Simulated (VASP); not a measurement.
# TiSi6 (Pm-3m) in VASP: single point with PBE

Aim: the single point of TiSi6 with PBE.

Everything below comes from runs of VASP 6.6.1. Logs are shortened: lines on timing, memory, paths and dates and some standing lists are left out, and cuts for length are marked.

### 1 The cell of the first run

It takes space group Pm-3m (No. 221, cubic). Conventional cell: a = 5.821 Å, b = 5.821 Å, c = 5.821 Å, α = 90.00°, β = 90.00°, γ = 90.00°. Within 5.9 Å of Ti (site symmetry m-3m) lie 24 Si at 4.28 Å and 6 Ti at 5.82 Å. Si (site symmetry 4mm) has 5 Si at 2.33 to 2.47 Å within 3.1 Å.

The cell was built from a structure type or drawn by symmetry, and may not be a known phase.

### 2 Single point, PBE, collinear spin

Contents of INCAR:

```
SYSTEM = TiSi6
ALGO = Normal ; EDIFF = 1E-6
ENCUT = 520 ; GGA = PE
ISIF = 2 ; ISMEAR = 0
ISPIN = 2 ; LASPH = .True.
LCHARG = .False. ; LMAXMIX = 4
LORBIT = 11 ; LREAL = .False.
LWAVE = .False. ; MAGMOM = 2.97 0 0 0 0 0 0
NBANDS = 31 ; NELM = 150
PREC = Accurate ; SIGMA = 0.1
```

Contents of KPOINTS:

```
k-points
0
Gamma
  8 8 8
  0 0 0
```

Contents of POSCAR:

```
TiSi6
1.0
    5.8209370942      0.0000000000      0.0000000000
    0.0000000000      5.8209370942      0.0000000000
    0.0000000000      0.0000000000      5.8209370942
Ti Si
1 6
Direct
    0.0000000000      0.0000000000      0.0000000000
    0.2004794886      0.5000000000      0.5000000000
    0.5000000000      0.2004794886      0.5000000000
    0.7995205114      0.5000000000      0.5000000000
    0.5000000000      0.7995205114      0.5000000000
    0.5000000000      0.5000000000      0.2004794886
    0.5000000000      0.5000000000      0.7995205114
```

Potentials or basis: VASP PAW PBE potentials, release 64 (Ti_sv, Si).

Run with:

```console
$ cat potpaw_PBE.64/Ti_sv/POTCAR potpaw_PBE.64/Si/POTCAR > POTCAR
$ mpirun -np 1 vasp_std > vasp.out
```

OUTCAR:

```text
SYSTEM = TiSi6
   EDIFF = 1E-6
   ENCUT = 520
   GGA = PE
   ISIF = 2
   ISMEAR = 0
   ISPIN = 2
   LASPH = .True.
   LORBIT = 11
   LREAL = .False.
   NELM = 150
   PREC = Accurate

 ion  position               nearest neighbor table
   1  0.000  0.000  0.000-
   2  0.200  0.500  0.500-   4 2.33   3 2.47   5 2.47   6 2.47   7 2.47
   3  0.500  0.200  0.500-   5 2.33   4 2.47   2 2.47   6 2.47   7 2.47
   4  0.800  0.500  0.500-   2 2.33   3 2.47   5 2.47   6 2.47   7 2.47
   5  0.500  0.800  0.500-   3 2.33   2 2.47   4 2.47   6 2.47   7 2.47
   6  0.500  0.500  0.200-   7 2.33   3 2.47   4 2.47   5 2.47   2 2.47
   7  0.500  0.500  0.800-   6 2.33   3 2.47   4 2.47   5 2.47   2 2.47

  LATTYP: Found a simple cubic cell.
 ALAT       =     5.8209370942

  Lattice vectors:

 A1 = (   5.8209370942,   0.0000000000,   0.0000000000)
 A2 = (   0.0000000000,   5.8209370942,   0.0000000000)
 A3 = (   0.0000000000,   0.0000000000,   5.8209370942)

Analysis of symmetry for initial positions (statically):
=====================================================================
 Subroutine PRICEL returns:
 Original cell was already a primitive cell.

 Routine SETGRP: Setting up the symmetry group for a
 simple cubic supercell.

 Subroutine GETGRP returns: Found 48 space group operations
 (whereof 48 operations were pure point group operations)
 out of a pool of 48 trial point group operations.

The static configuration has the point symmetry O_h .

Analysis of symmetry for dynamics (positions and initial velocities):
=====================================================================
 Subroutine PRICEL returns:
 Original cell was already a primitive cell.

 Routine SETGRP: Setting up the symmetry group for a
 simple cubic supercell.

 Subroutine GETGRP returns: Found 48 space group operations
 (whereof 48 operations were pure point group operations)
 out of a pool of 48 trial point group operations.

The dynamic configuration has the point symmetry O_h .

Analysis of structural, dynamic, and magnetic symmetry:
=====================================================================
 Subroutine PRICEL returns:
 Original cell was already a primitive cell.

 Routine SETGRP: Setting up the symmetry group for a
 simple cubic supercell.

 Subroutine GETGRP returns: Found 48 space group operations
 (whereof 48 operations were pure point group operations)
 out of a pool of 48 trial point group operations.

The overall configuration has the point symmetry O_h .

 Subroutine INISYM returns: Found 48 space group operations
 (whereof 48 operations are pure point group operations),
 and found     1 'primitive' translations

----------------------------------------------------------------------------------------

                                     Primitive cell

  volume of cell :     197.2326

  direct lattice vectors                    reciprocal lattice vectors
     5.820937094  0.000000000  0.000000000     0.171793645  0.000000000  0.000000000
     0.000000000  5.820937094  0.000000000     0.000000000  0.171793645  0.000000000
     0.000000000  0.000000000  5.820937094     0.000000000  0.000000000  0.171793645

  length of vectors
     5.820937094  5.820937094  5.820937094     0.171793645  0.171793645  0.171793645

  position of ions in fractional coordinates (direct lattice)
     0.000000000  0.000000000  0.000000000
     0.200479489  0.500000000  0.500000000
     0.500000000  0.200479489  0.500000000
     0.799520511  0.500000000  0.500000000
     0.500000000  0.799520511  0.500000000
     0.500000000  0.500000000  0.200479489
     0.500000000  0.500000000  0.799520511

  ion indices of the primitive-cell ions
   primitive index   ion index
                 1           1
                 2           2
                 3           3
                 4           4
                 5           5
                 6           6
                 7           7

----------------------------------------------------------------------------------------

 KPOINTS: k-points

Automatic generation of k-mesh.
 Grid dimensions read from file:
 generate k-points for:    8    8    8

 Generating k-lattice:

  Cartesian coordinates                     Fractional coordinates (reciprocal lattice)
     0.021474206  0.000000000  0.000000000     0.125000000  0.000000000  0.000000000
     0.000000000  0.021474206  0.000000000     0.000000000  0.125000000  0.000000000
     0.000000000  0.000000000  0.021474206     0.000000000  0.000000000  0.125000000

  Length of vectors
     0.021474206  0.021474206  0.021474206

  Shift w.r.t. Gamma in fractional coordinates (k-lattice)
     0.000000000  0.000000000  0.000000000

 Subroutine IBZKPT returns following result:
 ===========================================

 Found     35 irreducible k-points:

 Following reciprocal coordinates:
            Coordinates               Weight
  0.000000  0.000000  0.000000      1.000000
  0.125000  0.000000  0.000000      6.000000
  0.250000  0.000000  0.000000      6.000000
  0.375000  0.000000  0.000000      6.000000
  0.500000  0.000000  0.000000      3.000000
  0.125000  0.125000  0.000000     12.000000
[... 16 lines left out ...]
  0.375000  0.375000  0.125000     24.000000
  0.500000  0.375000  0.125000     24.000000
 [... further k-points ...]
   k-points           NKPTS =     35   k-points in BZ     NKDIM =     35   number of bands    NBANDS=     31
   number of dos      NEDOS =    301   number of ions     NIONS =      7
   total plane-waves  NPLWV = 110592
   dimension x,y,z NGX =    48 NGY =   48 NGZ =   48
   dimension x,y,z NGXF=    96 NGYF=   96 NGZF=   96
   ions per type =               1   6
   NGX,Y,Z   is equivalent  to a cutoff of  13.71, 13.71, 13.71 a.u.
   NGXF,Y,Z  is equivalent  to a cutoff of  27.42, 27.42, 27.42 a.u.
 SYSTEM =  TiSi6
   PREC   = accura    normal or accurate (medium, high low for compatibility)
   ISTART =      0    job   : 0-new  1-cont  2-samecut
   ICHARG =      2    charge: 1-file 2-atom 10-const
   ISPIN  =      2    spin polarized calculation?
   LNONCOLLINEAR =      F non collinear calculations
   LSORBIT =      F    spin-orbit coupling
   LASPH  =      T    aspherical Exc in radial PAW
   ENCUT  =  520.0 eV  38.22 Ry    6.18 a.u.  10.82 10.82 10.82*2*pi/ulx,y,z
   NELM   =    150;   NELMIN=  2; NELMDL= -5     # of ELM steps
   EDIFF  = 0.1E-05   stopping-criterion for ELM
   LREAL  =      F    real-space projection
[... 7 lines left out ...]
   TEBEG  =    0.0;   TEEND  =   0.0 temperature during run
   PSTRESS=    0.0 pullay stress
   NELECT =      36.0000    total number of electrons
   NUPDOWN=      -1.0000    fix difference up-down
   EMIN   =  10.00;   EMAX   =-10.00  energy-range for DOS
   EFERMI =   0.00;   METHOD = LEGACY
   ISMEAR =     0;   SIGMA  =   0.10  broadening in eV -4-tet -1-fermi 0-gaus
   EFERMI_NEDOS =   21; number of points for ismear=-14 and -15
   IALGO  =     38    algorithm
   IMIX   =      4    mixing-type and parameters
     AMIX     =   0.40;   BMIX     =  1.00
     AMIX_MAG =   1.60;   BMIX_MAG =  1.00
  volume/ion in A,a.u.               =      28.18       190.14
  Fermi-wavevector in a.u.,A,eV,Ry     =   0.928644  1.754883 11.733397  0.862380
  Thomas-Fermi vector in A             =   2.054843
   LORBIT       =     11    0 simple, 1 ext, 2 COOP (PROOUT), +10 PAW based schemes
   GGA     = PE    functional components
   LHFCALC =     F    Hartree Fock is set to
   AEXX    =    0.0000 exact exchange contribution
   IVDW    =     0    specifies the selected vdW correction
   LEPSILON=     F    determine dielectric tensor
   LRPA    =     F    only Hartree local field effects (RPA)
 spin polarized calculation
 Gauss-broadening in eV      SIGMA  =   0.10
  energy-cutoff  :      520.00
  volume of cell :      197.23
 maximum number of plane-waves:      5400
 NGX is ok and might be reduce to    48
   NGX = 21   NGY = 21   NGZ = 21

 number of electron      36.0000005 magnetization       0.0000761

 number of electron      36.0000005 magnetization      -0.0000244

 Free energy of the ion-electron system (eV)
  ---------------------------------------------------
  ext. energy  EPLUGINS =         0.00000000
  ---------------------------------------------------
  free energy    TOTEN  =       -30.57422672 eV

  energy without entropy =      -30.49492847  energy(sigma->0) =      -30.53457760

 E-fermi :   3.6445     XC(G=0):  -8.2011

 val. band max:        3.6358232971   @ k =   0.3750   0.2500   0.0000
 cond. band min:       3.6497674236   @ k =   0.5000   0.3750   0.2500
 fundamental gap:      0.0139441265
 Fermi energy:         3.6444904942

 spin component 1

 k-point     1 :       0.0000    0.0000    0.0000
  band No.  band energies     occupation
      1     -54.4814      1.00000
      2     -30.7374      1.00000
      3     -30.7374      1.00000
      4     -30.7374      1.00000
      5      -9.3006      1.00000
      6      -4.0577      1.00000
[... 22 lines left out ...]
     29       7.9550      0.00000
     30       7.9550      0.00000

 k-point     2 :       0.1250    0.0000    0.0000
  band No.  band energies     occupation
      1     -54.4814      1.00000
      2     -30.7374      1.00000
      3     -30.7374      1.00000
      4     -30.7374      1.00000
      5      -9.2751      1.00000
      6      -4.7406      1.00000
[... 718 lines left out ...]
 k-point    24 :       0.5000    0.3750    0.1250
  band No.  band energies     occupation
      1     -54.4814      1.00000
      2     -30.7374      1.00000
      3     -30.7374      1.00000
      4     -30.7374      1.00000
      5      -8.9007      1.00000
      6      -5.8503      1.00000
[... 22 lines left out ...]
     29       6.8113      0.00000
     30       7.0752      0.00000

 [... further k-points ...]

 spin component 2

 k-point     1 :       0.0000    0.0000    0.0000
  band No.  band energies     occupation
      1     -54.4813      1.00000
      2     -30.7374      1.00000
      3     -30.7374      1.00000
      4     -30.7374      1.00000
      5      -9.3006      1.00000
      6      -4.0577      1.00000
[... 22 lines left out ...]
     29       7.9550      0.00000
     30       7.9550      0.00000

 k-point     2 :       0.1250    0.0000    0.0000
  band No.  band energies     occupation
      1     -54.4813      1.00000
      2     -30.7374      1.00000
      3     -30.7374      1.00000
      4     -30.7374      1.00000
      5      -9.2751      1.00000
      6      -4.7406      1.00000
[... 718 lines left out ...]
 k-point    24 :       0.5000    0.3750    0.1250
  band No.  band energies     occupation
      1     -54.4813      1.00000
      2     -30.7374      1.00000
      3     -30.7374      1.00000
      4     -30.7374      1.00000
      5      -8.9007      1.00000
      6      -5.8503      1.00000
[... 22 lines left out ...]
     29       6.8113      0.00000
     30       7.0752      0.00000

 [... further k-points ...]

 [bands above 30 left out]

------------------------ aborting loop because EDIFF is reached ----------------------------------------

  FORCE on cell =-STRESS in cart. coord.  units (eV):
  Direction    XX          YY          ZZ          XY          YZ          ZX
  --------------------------------------------------------------------------------------
  -------------------------------------------------------------------------------------
  Total       -1.2346637     -1.2346637     -1.2346637      0.0000000     -0.0000000      0.0000000
  in kB      -10.0295291    -10.0295291    -10.0295291      0.0000000     -0.0000000      0.0000000
  external PRESSURE =     -10.0295291 kB  Pullay stress =       0.0000000 kB

 VOLUME and BASIS-vectors are now :
 -----------------------------------------------------------------------------
  energy-cutoff  :      520.00
  volume of cell :      197.23
      direct lattice vectors                 reciprocal lattice vectors
     5.820937094  0.000000000  0.000000000     0.171793645  0.000000000  0.000000000
     0.000000000  5.820937094  0.000000000     0.000000000  0.171793645  0.000000000
     0.000000000  0.000000000  5.820937094     0.000000000  0.000000000  0.171793645

 POSITION                                       TOTAL-FORCE (eV/Angst)
 -----------------------------------------------------------------------------------
      0.00000      0.00000      0.00000         0.000000      0.000000     -0.000000
      1.16698      2.91047      2.91047         0.055500     -0.000000     -0.000000
      2.91047      1.16698      2.91047         0.000000      0.055500     -0.000000
      4.65396      2.91047      2.91047        -0.055500      0.000000     -0.000000
      2.91047      4.65396      2.91047         0.000000     -0.055500     -0.000000
      2.91047      2.91047      1.16698        -0.000000     -0.000000      0.055500
      2.91047      2.91047      4.65396         0.000000      0.000000     -0.055500
 -----------------------------------------------------------------------------------
    total drift:                               -0.000000     -0.000000      0.000000

  FREE ENERGIE OF THE ION-ELECTRON SYSTEM (eV)
  ---------------------------------------------------
  free  energy   TOTEN  =       -30.5742267183 eV

  energy  without entropy=      -30.4949284739  energy(sigma->0) =      -30.53457760

 total charge

# of ion       s       p       d       tot
------------------------------------------
    1        2.188   5.935   1.828   9.951
    2        0.830   0.789   0.000   1.619
    3        0.830   0.789   0.000   1.619
    4        0.830   0.789   0.000   1.619
    5        0.830   0.789   0.000   1.619
    6        0.830   0.789   0.000   1.619
    7        0.830   0.789   0.000   1.619
--------------------------------------------------
tot          7.165  10.669   1.828  19.663

 magnetization (x)

# of ion       s       p       d       tot
------------------------------------------
    1       -0.000   0.000   0.000   0.000
    2       -0.000  -0.000   0.000  -0.000
    3       -0.000  -0.000   0.000  -0.000
    4       -0.000  -0.000   0.000  -0.000
    5       -0.000  -0.000   0.000  -0.000
    6       -0.000  -0.000   0.000  -0.000
    7       -0.000  -0.000   0.000  -0.000
--------------------------------------------------
tot         -0.000  -0.000   0.000   0.000
```

Run time: 17 min. Hardware: 1 thread of Intel Xeon 8259CL, shared host; peak memory 0.61 GiB.

What came out:

```yaml
Free_energy: -30.5742 eV
Pressure: -1.0 GPa
Largest_force: 0.056 eV/Å
Band_gap_on_the_k_mesh: zero (filled and empty bands overlap)
Net_moment: 0.00 μB per cell
Valence_electrons_inside_the_program's_atomic_spheres: Ti 9.95; Si 1.62
```

Forces in eV/Å, atoms in the order of the input:
```
Ti   0.000  0.000  0.000
Si   0.056  0.000  0.000
Si   0.000  0.056  0.000
Si  -0.056  0.000  0.000
Si   0.000 -0.056  0.000
Si   0.000  0.000  0.056
Si   0.000  0.000 -0.056
```
